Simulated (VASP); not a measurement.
# CoAu (F-43m) in VASP: a series of runs, part 2 of 2

VASP 6.6.1.

## Step 4: Relaxation of cell and atoms, PBE, collinear spin, ferromagnetic start

File INCAR:

```
PREC = Accurate
ENCUT = 600
EDIFF = 1E-6
ISMEAR = 0
SIGMA = 0.1
LREAL = False
LASPH = True
NELM = 150
ALGO = Normal
ISIF = 3
LWAVE = False
LCHARG = False
ISPIN = 2
MAGMOM = 1.72 0.3
LORBIT = 11
LMAXMIX = 4
GGA = PE
IBRION = 2
NSW = 90
EDIFFG = -0.04
```

File KPOINTS:

```
Automatic mesh
0
Gamma
  6 6 6
```

File POSCAR:

```
CoAu
1.0
    0.0000000000      2.5138965775      2.5138965775
    2.5138965775      0.0000000000      2.5138965775
    2.5138965775      2.5138965775      0.0000000000
Co Au
1 1
Direct
    0.0000000000      0.0000000000      0.0000000000
    0.7500000000      0.7500000000      0.7500000000
```

Potentials or basis: VASP PAW PBE potentials, release 64 (Co, Au).

On the command line:

```
$ cat potpaw_PBE.64/Co/POTCAR potpaw_PBE.64/Au/POTCAR > POTCAR
$ mpirun -np 1 vasp_std > vasp.out
```

OUTCAR:

```text
PREC = Accurate
   ENCUT = 600
   EDIFF = 1E-6
   ISMEAR = 0
   LREAL = False
   LASPH = True
   NELM = 150
   ISIF = 3
   ISPIN = 2
   LORBIT = 11
   GGA = PE
   IBRION = 2
   NSW = 90
   EDIFFG = -0.04

 ion  position               nearest neighbor table
   1  0.000  0.000  0.000-   2 2.18   2 2.18   2 2.18   2 2.18
   2  0.750  0.750  0.750-   1 2.18   1 2.18   1 2.18   1 2.18

  LATTYP: Found a face centered cubic cell.
 ALAT       =     5.0277931550

  Lattice vectors:

 A1 = (   0.0000000000,   2.5138965775,   2.5138965775)
 A2 = (   2.5138965775,   0.0000000000,   2.5138965775)
 A3 = (   2.5138965775,   2.5138965775,   0.0000000000)

[... 183 lines left out ...]

 val. band max:        8.4830838158   @ k =  -0.3333   0.1667   0.0000
 cond. band min:       8.5836798278   @ k =  -0.1667   0.1667   0.0000
 fundamental gap:      0.1005960120
 Fermi energy:         8.5526687045
[... 1274 lines left out ...]
--------------------------------------- Ionic step        4  -------------------------------------------

 number of electron      19.9999995 magnetization      -2.2087670

 Free energy of the ion-electron system (eV)
  ---------------------------------------------------
  ext. energy  EPLUGINS =         0.00000000
  ---------------------------------------------------
  free energy    TOTEN  =        -8.02800210 eV

  energy without entropy =       -8.01333349  energy(sigma->0) =       -8.02066780

 E-fermi :   4.5912     XC(G=0): -10.0741

 val. band max:        4.5458345604   @ k =   0.5000   0.1667   0.0000
 cond. band min:       4.6284146585   @ k =   0.0000   0.0000   0.0000
 fundamental gap:      0.0825800981
 Fermi energy:         4.5911699296
[... 608 lines left out ...]
  FREE ENERGIE OF THE ION-ELECTRON SYSTEM (eV)
  ---------------------------------------------------
  free  energy   TOTEN  =        -8.0280021027 eV

  energy  without entropy=       -8.0133334928  energy(sigma->0) =       -8.02066780

 reached required accuracy - stopping structural energy minimisation

 total charge

# of ion       s       p       d       tot
------------------------------------------
    1        0.416   0.313   7.234   7.964
    2        0.793   0.274   8.654   9.721
--------------------------------------------------
tot          1.210   0.588  15.888  17.686

 magnetization (x)

# of ion       s       p       d       tot
------------------------------------------
    1       -0.008  -0.008  -1.996  -2.012
    2        0.000   0.035  -0.232  -0.197
--------------------------------------------------
tot         -0.007   0.027  -2.228  -2.209
```

OSZICAR:

```text
N       E                     dE             d eps       ncg     rms          rms(c)
DAV:   1     0.125324818850E+03    0.12532E+03   -0.10483E+04   960   0.159E+03
DAV:   2    -0.313884355633E+01   -0.12846E+03   -0.12097E+03   974   0.297E+02
DAV:   3    -0.726182191129E+01   -0.41230E+01   -0.40626E+01  1170   0.681E+01
DAV:   4    -0.731056152160E+01   -0.48740E-01   -0.48727E-01  1160   0.631E+00
[... 57 lines left out ...]
DAV:   5    -0.802802245816E+01    0.85830E-04   -0.14248E-04  1524   0.193E-01    0.103E-01
DAV:   6    -0.802800681694E+01    0.15641E-04   -0.10601E-04  1212   0.114E-01    0.285E-02
DAV:   7    -0.802800198674E+01    0.48302E-05   -0.25080E-05  1309   0.990E-02    0.123E-02
DAV:   8    -0.802800210270E+01   -0.11596E-06   -0.44515E-06  1002   0.310E-02
   4 F= -.80280021E+01 E0= -.80206678E+01  d E =-.156768E+01  mag=    -2.2085
```

Wall time 72 s (1 thread of Intel Xeon Platinum 8488C (Sapphire Rapids), shared host); peak memory 0.18 GiB.

Results:

```
Free energy                                           : -8.0280 eV
Relaxed volume                                        : 22.36 Å³/atom
Relaxed cell                                          : a = 3.984 Å, b = 3.984 Å, c = 3.984 Å, α = 60.00°, β = 60.00°, γ = 60.00°
Space group after relaxing (to 0.1 Å)                 : F-43m (No. 216)
Energy gained by relaxing                             : 783.8 meV/atom
Ionic steps                                           : 4
Pressure after relaxing                               : 0.1 GPa
Net moment                                            : -2.21 μB per cell
Site moments                                          : Co -2.01; Au -0.20 μB
Valence electrons inside the program's atomic spheres : Co 7.96; Au 9.72
```

Step by step:
```tsv
step	energy change (eV)	largest force (eV/Å)	pressure (GPa)	volume (Å³)
1	0.0000	0.0000	55.06	31.77
2	-0.6387	0.0000	-10.14	64.07
3	-1.5673	0.0000	-0.44	45.01
4	-1.5677	0.0000	0.06	44.72
```

Final structure:
```cif
data_structure
_symmetry_space_group_name_H-M 'P 1'
_symmetry_Int_Tables_number 1
_cell_length_a 3.9841
_cell_length_b 3.9841
_cell_length_c 3.9841
_cell_angle_alpha 60.000
_cell_angle_beta 60.000
_cell_angle_gamma 60.000
_cell_volume 44.72
loop_
_atom_site_label
_atom_site_type_symbol
_atom_site_fract_x
_atom_site_fract_y
_atom_site_fract_z
_atom_site_occupancy
Co1 Co 0.00000 0.00000 0.00000 1
Au1 Au 0.75000 0.75000 0.75000 1
```

Levels at points of the mesh, in eV from the Fermi level:
Spin up:
```tsv
k point	band 7	band 8	band 9	band 10	band 11	band 12
(0.00, 0.00, 0.00)	-0.52	-0.52	-0.52	0.04	0.04	9.99
(0.50, 0.00, 0.00)	-1.56	-0.54	-0.54	0.14	0.14	0.82
(0.50, 0.50, 0.00)	-1.88	-0.58	0.30	0.30	0.87	1.12
```
Spin down:
| k point | band 8 | band 9 | band 10 | band 11 | band 12 | band 13 | band 14 | band 15 |
| --- | --- | --- | --- | --- | --- | --- | --- | --- |
| (0.00, 0.00, 0.00) | -2.46 | -2.46 | -1.41 | -1.41 | 9.68 | 9.68 | 9.68 | 10.79 |
| (0.50, 0.00, 0.00) | -2.05 | -1.73 | -1.72 | -1.72 | -0.71 | 6.79 | 6.79 | 9.74 |
| (0.50, 0.50, 0.00) | -2.17 | -1.66 | -1.66 | -0.37 | 0.25 | 3.34 | 3.34 | 7.52 |

Caveat: the k points lie up to 0.32 Å⁻¹ apart in the final cell; the volume moved by over 15 % at a fixed basis, so the end points are rough; spin-orbit coupling is left out, which moves the levels of the heavy elements.

## Step 5: Single point, PBE, collinear spin, ferromagnetic start

This run uses another cell than the first one, of 22.31 Å³/atom.

File INCAR:

```
PREC = Accurate
ENCUT = 520
EDIFF = 1E-6
ISMEAR = 0
SIGMA = 0.1
LREAL = F
LASPH = T
NELM = 150
ALGO = Normal
ISIF = 2
LWAVE = F
LCHARG = T
ISPIN = 2
MAGMOM = 2.23 0.25
LORBIT = 11
LMAXMIX = 4
GGA = PE
LELF = T
LVHAR = T
NBANDS = 21
```

File KPOINTS:

```
regular mesh
0
Gamma
  18 18 18
```

File POSCAR:

```
CoAu
1.0
    0.0000000000      2.8151751454      2.8151751454
    2.8151751454      0.0000000000      2.8151751454
    2.8151751454      2.8151751454      0.0000000000
Co Au
1 1
Direct
    0.0000000000      0.0000000000      0.0000000000
    0.2500000000      0.2500000000      0.2500000000
```

On the command line:

```
$ cat potpaw_PBE.64/Co/POTCAR potpaw_PBE.64/Au/POTCAR > POTCAR
$ mpirun -np 1 vasp_std > vasp.out
```

Wall time 4.6 min (1 thread of Intel Xeon Platinum 8488C (Sapphire Rapids), shared host); peak memory 0.4 GiB.

It converged, with:

| Quantity | Value |
| --- | --- |
| Free energy | -8.0488 eV |
| Pressure | -0.2 GPa |
| Net moment | 2.19 μB per cell |
| Site moments | Co +2.01; Au +0.19 μB |
| Valence electrons inside the program's atomic spheres | Co 7.96; Au 9.72 |

Levels at points of the mesh, in eV from the Fermi level:
Spin up:
```csv
k point,band 7,band 8,band 9,band 10,band 11,band 12,band 13,band 14,band 15,band 16
"(0.00, 0.00, 0.00)",-2.44,-2.44,-2.44,-1.41,-1.41,9.74,9.74,9.74,10.85,10.86
"(0.50, 0.00, 0.00)",-2.04,-2.04,-1.71,-1.71,-1.68,-0.67,6.85,6.85,9.80,10.90
"(0.50, 0.50, 0.00)",-2.73,-2.18,-1.64,-1.64,-0.33,0.28,3.39,3.39,7.59,8.77
```
Spin down:
| k point | band 7 | band 8 | band 9 | band 10 | band 11 | band 12 |
| --- | --- | --- | --- | --- | --- | --- |
| (0.00, 0.00, 0.00) | -0.51 | -0.51 | -0.51 | 0.07 | 0.07 | 10.03 |
| (0.50, 0.00, 0.00) | -1.54 | -0.51 | -0.51 | 0.15 | 0.15 | 0.83 |
| (0.50, 0.50, 0.00) | -1.85 | -0.56 | 0.31 | 0.31 | 0.89 | 1.16 |

Caveat: spin-orbit coupling is left out, which moves the levels of the heavy elements.

## Step 6: Relaxation of cell and atoms, PBE, collinear spin, ferromagnetic start

This run uses another cell than the first one, of 22.39 Å³/atom.

File INCAR:

```
SYSTEM = CoAu
PREC     = Accurate       ! precision mode
ENCUT    = 600            ! plane-wave cutoff, eV
EDIFF    = 1E-7           ! SCF threshold, eV
ISMEAR   = 0              ! smearing method
SIGMA    = 0.1            ! smearing width, eV
LREAL    = .False.        ! projectors in reciprocal space
LASPH    = .True.         ! aspherical terms in the spheres
NELM     = 150            ! most SCF steps
ALGO     = Normal         ! electronic algorithm
ISIF     = 3              ! what is computed and relaxed
LWAVE    = .False.        ! write WAVECAR
LCHARG   = .False.        ! write CHGCAR
ISPIN    = 2              ! spin polarisation
MAGMOM   = 2.23 0.25      ! initial moments
LORBIT   = 11             ! projections on sites
LMAXMIX  = 4              ! l up to which the mixer works
GGA      = PE             ! functional
IBRION   = 2              ! ionic algorithm
NSW      = 100            ! ionic steps
EDIFFG   = -0.01          ! ionic threshold
```

File KPOINTS:

```
Automatic mesh
0
Gamma
  18 18 18
  0 0 0
```

File POSCAR:

```
CoAu
1.0
    0.0000000000      2.8183849827      2.8183849827
    2.8183849827      0.0000000000      2.8183849827
    2.8183849827      2.8183849827      0.0000000000
Co Au
1 1
Direct
    0.0000000000      0.0000000000      0.0000000000
    0.2500000000      0.2500000000      0.2500000000
```

Potentials or basis: VASP PAW PBE potentials, release 64 (Co, Au).

On the command line:

```
$ cat potpaw_PBE.64/Co/POTCAR potpaw_PBE.64/Au/POTCAR > POTCAR
$ mpirun -np 1 vasp_std > vasp.out
```

OUTCAR:

```text
SYSTEM = CoAu
   PREC = Accurate
   ENCUT = 600
   EDIFF = 1E-7
   ISMEAR = 0
   LREAL = .False.
   LASPH = .True.
   NELM = 150
   ISIF = 3
   ISPIN = 2
   LORBIT = 11
   GGA = PE
   IBRION = 2
   NSW = 100
   EDIFFG = -0.01

 ion  position               nearest neighbor table
   1  0.000  0.000  0.000-   2 2.44   2 2.44   2 2.44   2 2.44
   2  0.250  0.250  0.250-   1 2.44   1 2.44   1 2.44   1 2.44

  LATTYP: Found a face centered cubic cell.
 ALAT       =     5.6367699654

  Lattice vectors:

 A1 = (   0.0000000000,   2.8183849827,   2.8183849827)
 A2 = (   2.8183849827,   0.0000000000,   2.8183849827)
 A3 = (   2.8183849827,   2.8183849827,   0.0000000000)

Analysis of symmetry for initial positions (statically):
=====================================================================
 Subroutine PRICEL returns:
 Original cell was already a primitive cell.

 Routine SETGRP: Setting up the symmetry group for a
 face centered cubic supercell.

 Subroutine GETGRP returns: Found 24 space group operations
 (whereof 24 operations were pure point group operations)
 out of a pool of 48 trial point group operations.

The static configuration has the point symmetry T_d .

Analysis of symmetry for dynamics (positions and initial velocities):
=====================================================================
 Subroutine PRICEL returns:
 Original cell was already a primitive cell.

 Routine SETGRP: Setting up the symmetry group for a
 face centered cubic supercell.

 Subroutine GETGRP returns: Found 24 space group operations
 (whereof 24 operations were pure point group operations)
 out of a pool of 48 trial point group operations.

The dynamic configuration has the point symmetry T_d .

Analysis of structural, dynamic, and magnetic symmetry:
=====================================================================
 Subroutine PRICEL returns:
 Original cell was already a primitive cell.

 Routine SETGRP: Setting up the symmetry group for a
 face centered cubic supercell.

 Subroutine GETGRP returns: Found 24 space group operations
 (whereof 24 operations were pure point group operations)
 out of a pool of 48 trial point group operations.

The overall configuration has the point symmetry T_d .

 Subroutine INISYM returns: Found 24 space group operations
 (whereof 24 operations are pure point group operations),
[... 151 lines left out ...]
  --------------------------------------------------------------------------------------
  -------------------------------------------------------------------------------------
  Total       -0.0925545     -0.0925545     -0.0925545      0.0000000     -0.0000000      0.0000000
  in kB       -3.3118995     -3.3118995     -3.3118995      0.0000000     -0.0000000      0.0000000
  external PRESSURE =      -3.3118995 kB  Pullay stress =       0.0000000 kB
[... 59 lines left out ...]
--------------------------------------- Ionic step        3  -------------------------------------------

 number of electron      19.9999995 magnetization       2.1905470

 Free energy of the ion-electron system (eV)
  ---------------------------------------------------
  ext. energy  EPLUGINS =         0.00000000
  ---------------------------------------------------
  free energy    TOTEN  =        -8.04850661 eV

  energy without entropy =       -8.03484924  energy(sigma->0) =       -8.04167792

 E-fermi :   4.5792     XC(G=0): -10.0987

 val. band max:        4.5786676963   @ k =  -0.2778   0.1667   0.0000
 cond. band min:       4.5803631867   @ k =   0.3889   0.2778   0.0000
 fundamental gap:      0.0016954904
 Fermi energy:         4.5792044116

 spin component 1

 k-point     1 :       0.0000    0.0000    0.0000
  band No.  band energies     occupation
      1      -2.3195      1.00000
      2      -0.3319      1.00000
      3      -0.3319      1.00000
      4      -0.3319      1.00000
      5      -0.1083      1.00000
      6      -0.1083      1.00000
      7       2.1382      1.00000
      8       2.1382      1.00000
      9       2.1382      1.00000
     10       3.1709      1.00000
     11       3.1710      1.00000
     12      14.3352      0.00000
     13      14.3352      0.00000
     14      14.3352      0.00000
[... 403 lines left out ...]
      4      -0.2551      1.00000
      5       0.0441      1.00000
      6       0.0740      1.00000
      7       2.0041      1.00000
      8       2.1750      1.00000
      9       2.2882      1.00000
     10       3.0491      1.00000
     11       3.1522      1.00000
     12       8.5425      0.00000
     13      11.6533      0.00000
     14      12.9703      0.00000
     15      14.8200      0.00000

 [... further k-points ...]

 spin component 2

 k-point     1 :       0.0000    0.0000    0.0000
  band No.  band energies     occupation
      1      -2.2462      1.00000
      2      -0.0760      1.00000
      3      -0.0760      1.00000
      4      -0.0760      1.00000
      5       0.1916      1.00000
      6       0.1916      1.00000
      7       4.0626      1.00000
      8       4.0626      1.00000
      9       4.0626      1.00000
     10       4.6482      0.16464
     11       4.6482      0.16457
     12      14.6235      0.00000
     13      14.6235      0.00000
     14      14.6235      0.00000
[... 444 lines left out ...]
  FREE ENERGIE OF THE ION-ELECTRON SYSTEM (eV)
  ---------------------------------------------------
  free  energy   TOTEN  =        -8.0485066054 eV

  energy  without entropy=       -8.0348492407  energy(sigma->0) =       -8.04167792

 reached required accuracy - stopping structural energy minimisation

 total charge

# of ion       s       p       d       tot
------------------------------------------
    1        0.421   0.315   7.229   7.966
    2        0.789   0.279   8.655   9.723
--------------------------------------------------
tot          1.211   0.594  15.884  17.689

 magnetization (x)

# of ion       s       p       d       tot
------------------------------------------
    1        0.006   0.005   2.000   2.012
    2       -0.004  -0.038   0.235   0.193
--------------------------------------------------
tot          0.002  -0.033   2.235   2.205
```

OSZICAR:

```text
N       E                     dE             d eps       ncg     rms          rms(c)
DAV:   1     0.118453264713E+03    0.11845E+03   -0.98245E+03 11700   0.146E+03
DAV:   2    -0.447049641481E+01   -0.12292E+03   -0.11391E+03 12036   0.275E+02
[... 29 lines left out ...]
DAV:   2    -0.804923638791E+01    0.16645E-03   -0.78535E-03 12414   0.164E+00    0.291E-01
DAV:   3    -0.804856371976E+01    0.67267E-03   -0.34826E-03 11996   0.150E+00    0.113E-01
DAV:   4    -0.804851529617E+01    0.48424E-04   -0.16597E-04 12879   0.270E-01    0.428E-02
DAV:   5    -0.804850849183E+01    0.68043E-05   -0.13114E-05 17398   0.576E-02    0.245E-02
DAV:   6    -0.804850666016E+01    0.18317E-05   -0.41845E-06 15397   0.230E-02    0.550E-03
DAV:   7    -0.804850660543E+01    0.54726E-07   -0.92601E-07 15831   0.174E-02
   3 F= -.80485066E+01 E0= -.80416779E+01  d E =-.237845E-03  mag=     2.1905
```

CONTCAR:

```text
CoAu
   1.00000000000000
     0.0000000000000000    2.8136808610517323    2.8136808610517323
     2.8136808610517323   -0.0000000000000000    2.8136808610517323
     2.8136808610517323    2.8136808610517323   -0.0000000000000000
  Co              Au
     1     1
Direct
     0.0000000000000000    0.0000000000000000    0.0000000000000000
     0.2500000000000000    0.2500000000000000    0.2500000000000000

  0.00000000E+00  0.00000000E+00  0.00000000E+00
  0.00000000E+00  0.00000000E+00  0.00000000E+00
```

Wall time 15 min (1 thread of Oxide Virtual Turin-like, shared host); peak memory 0.39 GiB.

What came out:

| Quantity | Value |
| --- | --- |
| Free energy | -8.0485 eV |
| Relaxed volume | 22.28 Å³/atom |
| Relaxed cell | a = 3.979 Å, b = 3.979 Å, c = 3.979 Å, α = 60.00°, β = 60.00°, γ = 60.00° |
| Space group after relaxing (to 0.1 Å) | F-43m (No. 216) |
| Energy gained by relaxing | 0.1 meV/atom |
| Ionic steps | 3 |
| Pressure after relaxing | 0.0 GPa |
| Net moment | 2.19 μB per cell |
| Site moments | Co +2.01; Au +0.19 μB |
| Valence electrons inside the program's atomic spheres | Co 7.97; Au 9.72 |

Step by step:
```
step  energy change (eV)  largest force (eV/Å)  pressure (GPa)  volume (Å³)
   1              0.0000                0.0000           -0.33        44.77
   2             -0.0002                0.0000            0.13        44.48
   3             -0.0002                0.0000            0.02        44.55
```

Final structure:
```
CELL_PARAMETERS angstrom
0.00000 2.81368 2.81368
2.81368 0.00000 2.81368
2.81368 2.81368 0.00000
ATOMIC_POSITIONS crystal
Co 0.00000 0.00000 0.00000
Au 0.25000 0.25000 0.25000
```

Levels at points of the mesh, in eV from the Fermi level:
Spin up:
```tsv
k point	band 7	band 8	band 9	band 10	band 11	band 12	band 13	band 14	band 15
(0.00, 0.00, 0.00)	-2.44	-2.44	-2.44	-1.41	-1.41	9.76	9.76	9.76	10.86
(0.50, 0.00, 0.00)	-2.04	-2.04	-1.71	-1.71	-1.68	-0.67	6.86	6.86	9.81
(0.50, 0.50, 0.00)	-2.73	-2.18	-1.64	-1.64	-0.33	0.28	3.39	3.39	7.60
```
Spin down:
| k point | band 5 | band 6 | band 7 | band 8 | band 9 | band 10 | band 11 | band 12 | band 13 | band 14 |
| --- | --- | --- | --- | --- | --- | --- | --- | --- | --- | --- |
| (0.00, 0.00, 0.00) | -4.39 | -4.39 | -0.52 | -0.52 | -0.52 | 0.07 | 0.07 | 10.04 | 10.04 | 10.04 |
| (0.50, 0.00, 0.00) | -4.17 | -3.49 | -1.54 | -0.52 | -0.52 | 0.15 | 0.15 | 0.83 | 7.09 | 7.09 |
| (0.50, 0.50, 0.00) | -3.78 | -2.92 | -1.86 | -0.56 | 0.31 | 0.31 | 0.89 | 1.16 | 3.47 | 3.47 |

Caveat: spin-orbit coupling is left out, which moves the levels of the heavy elements.

## Step 7: Overview

| task | cell | k mesh | cutoff (eV) | gap on the mesh (eV) | pressure (GPa) | moment (μB) | relaxed volume (Å³/atom) |
| --- | --- | --- | --- | --- | --- | --- | --- |
| single point | a = 3.555 Å, angles 60.0°, 2 atoms | 6 × 6 × 6 | 520 | none | 55.1 | 1.86 | - |
| single point | a = 3.986 Å, angles 60.0°, 2 atoms | 6 × 6 × 6 | 520 | none | -0.2 | 2.21 | - |
| relaxation of cell and atoms | relaxed from a = 3.555 Å, angles 60.0°, 2 atoms | 6 × 6 × 6 | 600 | none | 0.1 | 2.21 | 22.36 |
| single point | a = 3.981 Å, angles 60.0°, 2 atoms | 18 × 18 × 18 | 520 | none | -0.2 | 2.19 | - |
| relaxation of cell and atoms | relaxed from a = 3.986 Å, angles 60.0°, 2 atoms | 18 × 18 × 18 | 600 | none | 0.0 | 2.19 | 22.28 |

Alike in all rows: level PBE; potentials or basis VASP PAW PBE potentials, release 64 (Co, Au); spin collinear, ferromagnetic start; smearing gaussian 0.1 eV.

Caveats: some runs use coarse meshes; spin-orbit coupling is left out, which moves the levels of the heavy elements; the volume moved by over 15 % at a fixed basis, so the end points are rough (at least some runs).

Total energies depend on the potentials used, so only differences within one code and one set of settings carry meaning.
